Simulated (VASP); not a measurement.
Runs of VASP 6.6.1 on CdTe. The structure is that of space group F-43m (No. 216), or close to it. The cells are those of the table. 

```csv
task,level,cell,k mesh,grid for exact exchange (PRECFOCK),share of exact exchange,screening parameter,gap on the mesh (eV),pressure (GPa)
dielectric tensor,r2SCAN,"a = 4.546 Å, angles 60.0°, 2 atoms",6 × 6 × 6,-,-,-,(a),-
dielectric tensor,r2SCAN,"a = 4.639 Å, angles 60.0°, 2 atoms",6 × 6 × 6,-,-,-,1.15,-
dielectric tensor,r2SCAN,"a = 4.731 Å, angles 60.0°, 2 atoms",6 × 6 × 6,-,-,-,0.96,-
single point,HSE06,"a = 4.778 Å, angles 60.0°, 2 atoms",4 × 4 × 4,Normal,0.25,0.2079 1/Å,1.15,(b)
single point,HSE06,"a = 4.824 Å, angles 60.0°, 2 atoms",4 × 4 × 4,Normal,0.25,0.2079 1/Å,1.06,-3.4
dielectric tensor,r2SCAN,"a = 4.592 Å, angles 60.0°, 2 atoms",6 × 6 × 6,-,-,-,1.25,-
dielectric tensor,r2SCAN,"a = 4.685 Å, angles 60.0°, 2 atoms",6 × 6 × 6,-,-,-,1.06,-
single point,HSE06,"a = 4.731 Å, angles 60.0°, 2 atoms",4 × 4 × 4,Normal,0.25,0.2079 1/Å,1.25,-1.9
```

Alike in all rows: potentials or basis VASP PAW PBE potentials, release 64 (Cd, Te); no spin polarisation; cutoff (eV) 520; smearing gaussian 0.01 eV.

Question: Estimate the missing entries.

Answer: (a) 1.35; (b) -2.7.

Caveats: the PAW data sets were made with another functional, which shifts forces and pressure a little; spin-orbit coupling is left out, which moves the levels of the heavy elements; the cell stands under tension (at least some runs).

A k mesh can miss the band edges, and the runs leave out spin-orbit coupling on Cd, Te.
